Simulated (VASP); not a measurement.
# Si16Ge (a cell with a defect) in VASP: relaxation of the atoms with PBEsol

Aim: the relaxation of the atoms of Si16Ge (a cell with a defect) with PBEsol.

Program: VASP 6.6.1. These are calculated values, not measurements. Logs are shortened: lines on timing, memory, paths and dates and some standing lists are left out, and cuts for length are marked.

## 1. The cell of the first run

The cell holds a defect, 17 atoms: a = 7.679 Å, b = 7.679 Å, c = 7.679 Å, α = 60.00°, β = 60.00°, γ = 60.00°.

## 2. Relaxation of the atoms, PBEsol

Input file INCAR:

```
SYSTEM = Si16Ge
  PREC = Accurate
  ENCUT = 520
  EDIFF = 1E-7
  ISMEAR = 0
  SIGMA = 0.02
  LREAL = Auto
  LASPH = .True.
  NELM = 80
  ALGO = Normal
  ISIF = 2
  LWAVE = .False.
  LCHARG = .False.
  GGA = PS
  IBRION = 2
  NSW = 80
  EDIFFG = -0.03
```

Input file KPOINTS:

```
Automatic mesh
0
Gamma
  2 2 2
  0 0 0
```

Input file POSCAR:

```
Si16Ge
1.0
    0.0000000000      5.4300000000      5.4300000000
    5.4300000000      0.0000000000      5.4300000000
    5.4300000000      5.4300000000      0.0000000000
Si Ge
16 1
Direct
    0.0000000000      0.0000000000      0.0000000000
    0.1250000000      0.1250000000      0.1250000000
    0.0000000000      0.0000000000      0.5000000000
    0.1250000000      0.1250000000      0.6250000000
    0.0000000000      0.5000000000      0.0000000000
    0.1250000000      0.6250000000      0.1250000000
    0.0000000000      0.5000000000      0.5000000000
    0.1250000000      0.6250000000      0.6250000000
    0.5000000000      0.0000000000      0.0000000000
    0.6250000000      0.1250000000      0.1250000000
    0.5000000000      0.0000000000      0.5000000000
    0.6250000000      0.1250000000      0.6250000000
    0.5000000000      0.5000000000      0.0000000000
    0.6250000000      0.6250000000      0.1250000000
    0.5000000000      0.5000000000      0.5000000000
    0.6250000000      0.6250000000      0.6250000000
    0.0572279000      0.3116035000      0.8185001000
```

Potentials or basis: VASP PAW PBE potentials, release 64 (Si, Ge_d).

Started as:

```bash
cat potpaw_PBE.64/Si/POTCAR potpaw_PBE.64/Ge_d/POTCAR > POTCAR
mpirun -np 1 vasp_std > vasp.out
```

OUTCAR:

```text
SYSTEM = Si16Ge
   PREC = Accurate
   ENCUT = 520
   EDIFF = 1E-7
   ISMEAR = 0
   LREAL = Auto
   LASPH = .True.
   NELM = 80
   ISIF = 2
   GGA = PS
   IBRION = 2
   NSW = 80
   EDIFFG = -0.03

 ion  position               nearest neighbor table
   1  0.000  0.000  0.000-  17 2.23   4 2.35   6 2.35  10 2.35   2 2.35
   2  0.125  0.125  0.125-  17 2.23   3 2.35   5 2.35   9 2.35   1 2.35
   3  0.000  0.000  0.500-   2 2.35   4 2.35   8 2.35  12 2.35
   4  0.125  0.125  0.625-  17 2.27   3 2.35   7 2.35  11 2.35   1 2.35
   5  0.000  0.500  0.000-  17 2.24   6 2.35   8 2.35  14 2.35   2 2.35
   6  0.125  0.625  0.125-   1 2.35   5 2.35   7 2.35  13 2.35
   7  0.000  0.500  0.500-  17 2.27   6 2.35   8 2.35  16 2.35   4 2.35
   8  0.125  0.625  0.625-  17 2.27   5 2.35   7 2.35  15 2.35   3 2.35
   9  0.500  0.000  0.000-   2 2.35  10 2.35  12 2.35  14 2.35
  10  0.625  0.125  0.125-   1 2.35   9 2.35  11 2.35  13 2.35
  11  0.500  0.000  0.500-   4 2.35  10 2.35  12 2.35  16 2.35
  12  0.625  0.125  0.625-   3 2.35   9 2.35  11 2.35  15 2.35
  13  0.500  0.500  0.000-   6 2.35  10 2.35  14 2.35  16 2.35
  14  0.625  0.625  0.125-   5 2.35   9 2.35  13 2.35  15 2.35
  15  0.500  0.500  0.500-   8 2.35  12 2.35  14 2.35  16 2.35
  16  0.625  0.625  0.625-   7 2.35  11 2.35  13 2.35  15 2.35
  17  0.057  0.312  0.819-   1 2.23   2 2.23   5 2.24   4 2.27   7 2.27   8 2.27

  LATTYP: Found a face centered cubic cell.
 ALAT       =    10.8600000000

  Lattice vectors:

 A1 = (   0.0000000000,   5.4300000000,   5.4300000000)
 A2 = (   5.4300000000,   0.0000000000,   5.4300000000)
 A3 = (   5.4300000000,   5.4300000000,   0.0000000000)

Analysis of symmetry for initial positions (statically):
=====================================================================
 Subroutine PRICEL returns:
 Original cell was already a primitive cell.

 Routine SETGRP: Setting up the symmetry group for a
 face centered cubic supercell.

 Subroutine GETGRP returns: Found  1 space group operations
 (whereof  1 operations were pure point group operations)
 out of a pool of 48 trial point group operations.

The static configuration has the point symmetry C_1 .

Analysis of symmetry for dynamics (positions and initial velocities):
=====================================================================
 Subroutine PRICEL returns:
 Original cell was already a primitive cell.

 Routine SETGRP: Setting up the symmetry group for a
 face centered cubic supercell.

 Subroutine GETGRP returns: Found  1 space group operations
 (whereof  1 operations were pure point group operations)
 out of a pool of 48 trial point group operations.

[... 119 lines left out ...]
   ISIF   =      2    stress and relaxation
   ISYM   =      2    0-nonsym 1-usesym 2-fastsym
   POTIM  = 0.5000    time-step for ionic-motion
   TEBEG  =    0.0;   TEEND  =   0.0 temperature during run
   PSTRESS=    0.0 pullay stress
   NELECT =      78.0000    total number of electrons
   NUPDOWN=      -1.0000    fix difference up-down
   EMIN   =  10.00;   EMAX   =-10.00  energy-range for DOS
   EFERMI =   0.00;   METHOD = LEGACY
   ISMEAR =     0;   SIGMA  =   0.02  broadening in eV -4-tet -1-fermi 0-gaus
   EFERMI_NEDOS =   21; number of points for ismear=-14 and -15
   IALGO  =     38    algorithm
   IMIX   =      4    mixing-type and parameters
     AMIX     =   0.40;   BMIX     =  1.00
     AMIX_MAG =   1.60;   BMIX_MAG =  1.00
  volume/ion in A,a.u.               =      18.84       127.11
  Fermi-wavevector in a.u.,A,eV,Ry     =   1.022421  1.932096 14.222785  1.045345
  Thomas-Fermi vector in A             =   2.156100
   LORBIT       =      0    0 simple, 1 ext, 2 COOP (PROOUT), +10 PAW based schemes
   GGA     = PS    functional components
   LHFCALC =     F    Hartree Fock is set to
   AEXX    =    0.0000 exact exchange contribution
   IVDW    =     0    specifies the selected vdW correction
   LEPSILON=     F    determine dielectric tensor
   LRPA    =     F    only Hartree local field effects (RPA)
 conjugate gradient relaxation of ions
 non-spin polarized calculation
 Gauss-broadening in eV      SIGMA  =   0.02
  energy-cutoff  :      520.00
  volume of cell :      320.21
 maximum number of plane-waves:      8646
 NGX is ok and might be reduce to    60
   NGX = 29   NGY = 29   NGZ = 29

--------------------------------------- Ionic step        1  -------------------------------------------

 number of electron      78.0000005 magnetization

 Free energy of the ion-electron system (eV)
  ---------------------------------------------------
  ext. energy  EPLUGINS =         0.00000000
  ---------------------------------------------------
  free energy    TOTEN  =       -90.92009725 eV

  energy without entropy =      -90.91624790  energy(sigma->0) =      -90.91817257

------------------------ aborting loop because EDIFF is reached ----------------------------------------

  FORCE on cell =-STRESS in cart. coord.  units (eV):
  Direction    XX          YY          ZZ          XY          YZ          ZX
  --------------------------------------------------------------------------------------
  -------------------------------------------------------------------------------------
  Total       15.2306543     15.3175990     15.2229291      5.9382009     -5.9339541      5.9395229
  in kB       76.2078413     76.6428762     76.1691872     29.7122805    -29.6910311     29.7188949
  external PRESSURE =      76.3399682 kB  Pullay stress =       0.0000000 kB
[... 134 lines left out ...]
  FREE ENERGIE OF THE ION-ELECTRON SYSTEM (eV)
  ---------------------------------------------------
  free  energy   TOTEN  =       -92.0053766601 eV

  energy  without entropy=      -92.0025560456  energy(sigma->0) =      -92.00396635

[... ionic steps 4 to 14 ...]

--------------------------------------- Ionic step       15  -------------------------------------------

 number of electron      78.0000002 magnetization

------------------------ aborting loop because EDIFF is reached ----------------------------------------
[... 97 lines left out ...]
--------------------------------------- Ionic step       17  -------------------------------------------

 number of electron      78.0000002 magnetization

 Free energy of the ion-electron system (eV)
  ---------------------------------------------------
  ext. energy  EPLUGINS =         0.00000000
  ---------------------------------------------------
  free energy    TOTEN  =       -92.47171957 eV

  energy without entropy =      -92.47171957  energy(sigma->0) =      -92.47171957

 E-fermi :   6.4975     XC(G=0):  -9.9087

 val. band max:        6.4143199773   @ k =   0.5000   0.0000   0.5000
 cond. band min:       6.5787658470   @ k =   0.0000   0.0000   0.0000
 fundamental gap:      0.1644458697
 Fermi energy:         6.4974979318

 k-point     1 :       0.0000    0.0000    0.0000
  band No.  band energies     occupation
      1     -17.9357      2.00000
      2     -17.9356      2.00000
      3     -17.8066      2.00000
      4     -17.8065      2.00000
      5     -17.8022      2.00000
      6      -6.4259      2.00000
[... 441 lines left out ...]
  FREE ENERGIE OF THE ION-ELECTRON SYSTEM (eV)
  ---------------------------------------------------
  free  energy   TOTEN  =       -92.4717195698 eV

  energy  without entropy=      -92.4717195696  energy(sigma->0) =      -92.47171957

 reached required accuracy - stopping structural energy minimisation
```

OSZICAR:

```text
N       E                     dE             d eps       ncg     rms          rms(c)
DAV:   1     0.421460838622E+03    0.42146E+03   -0.30302E+04   912   0.176E+03
DAV:   2    -0.204415419155E+02   -0.44190E+03   -0.41741E+03   832   0.404E+02
DAV:   3    -0.890019729148E+02   -0.68560E+02   -0.65167E+02   920   0.115E+02
DAV:   4    -0.930155179827E+02   -0.40135E+01   -0.39232E+01   952   0.313E+01
[... 162 lines left out ...]
DAV:   1    -0.924717069223E+02   -0.22069E-03   -0.44426E-03   872   0.265E-01    0.237E-02
DAV:   2    -0.924717213583E+02   -0.14436E-04   -0.18234E-04  1000   0.595E-02    0.847E-03
DAV:   3    -0.924717200325E+02    0.13258E-05   -0.67368E-06   896   0.122E-02    0.477E-03
DAV:   4    -0.924717196284E+02    0.40409E-06   -0.16913E-06   968   0.483E-03    0.184E-03
DAV:   5    -0.924717195698E+02    0.58561E-07   -0.13696E-07   600   0.185E-03
  17 F= -.92471720E+02 E0= -.92471720E+02  d E =-.233362E-03
```

Run time: 34 min. Hardware: 1 thread of Oxide Virtual Turin-like, shared host; peak memory 0.54 GiB.

What came out:

- Free energy: -92.4717 eV
- Energy gained by relaxing: 91.3 meV/atom
- Ionic steps: 17
- Pressure after relaxing: 3.2 GPa
- Largest force after relaxing: 0.025 eV/Å
- Band gap on the k mesh: 0.16 eV

Forces on the atoms (eV/Å):
```
Si   0.009  0.000  0.001
Si  -0.001  0.011  0.002
Si   0.012 -0.007 -0.015
Si  -0.016  0.002  0.005
Si   0.001  0.001 -0.010
Si   0.000  0.008  0.000
Si   0.004 -0.008 -0.006
Si  -0.006  0.004  0.015
Si  -0.010 -0.001  0.010
Si   0.007 -0.004  0.010
Si  -0.003  0.009  0.002
Si   0.000 -0.002  0.000
Si   0.014 -0.015 -0.014
Si  -0.010 -0.004 -0.008
Si  -0.001  0.008  0.003
Si   0.000  0.011 -0.001
Ge  -0.003 -0.013  0.006
```

Step by step:
| step | energy change (eV) | largest force (eV/Å) | pressure (GPa) |
| --- | --- | --- | --- |
| 1 | 0.0000 | 3.1007 | 7.63 |
| 2 | -1.0820 | 0.9847 | 5.84 |
| 3 | -1.0853 | 0.9477 | 5.87 |
| 4 | -1.1887 | 0.5427 | 5.67 |
| 5 | -1.2007 | 0.5796 | 5.59 |
| 6 | -1.2528 | 0.3211 | 5.44 |
| 7 | -1.2622 | 0.4044 | 5.35 |
| 8 | -1.3126 | 0.3153 | 5.22 |
| 9 | -1.4133 | 0.3939 | 4.81 |
| 10 | -1.4322 | 0.8423 | 3.90 |
| 11 | -1.4474 | 0.6901 | 4.26 |
| 12 | -1.4827 | 0.5758 | 4.06 |
| 13 | -1.5432 | 0.1982 | 3.43 |
| 14 | -1.5459 | 0.1795 | 3.25 |
| 15 | -1.5506 | 0.0714 | 3.24 |
| 16 | -1.5514 | 0.0546 | 3.23 |
| 17 | -1.5516 | 0.0255 | 3.22 |

Final structure:
```
Si Ge
1.0
     0.00000    5.43000    5.43000
     5.43000    0.00000    5.43000
     5.43000    5.43000    0.00000
Si Ge
16 1
Direct
  0.01136 0.96223 0.01316
  0.11191 0.11437 0.15923
  0.92937 0.02347 0.52370
  0.11174 0.11461 0.61484
  0.01140 0.51316 0.01306
  0.20161 0.59925 0.09976
  0.01141 0.51285 0.46297
  0.11180 0.65877 0.61481
  0.48382 0.99841 0.01932
  0.63877 0.10450 0.12853
  0.48377 0.99858 0.49880
  0.54946 0.14997 0.65050
  0.58428 0.47178 0.97210
  0.63878 0.62816 0.12849
  0.48386 0.51874 0.49878
  0.63863 0.62824 0.60486
  0.05525 0.31450 0.81560
```

Caveat: the k points lie up to 0.50 Å⁻¹ apart; semilocal functionals underestimate gaps, and a narrow one can read as zero; the PAW data sets were made with another functional, which shifts forces and pressure a little.
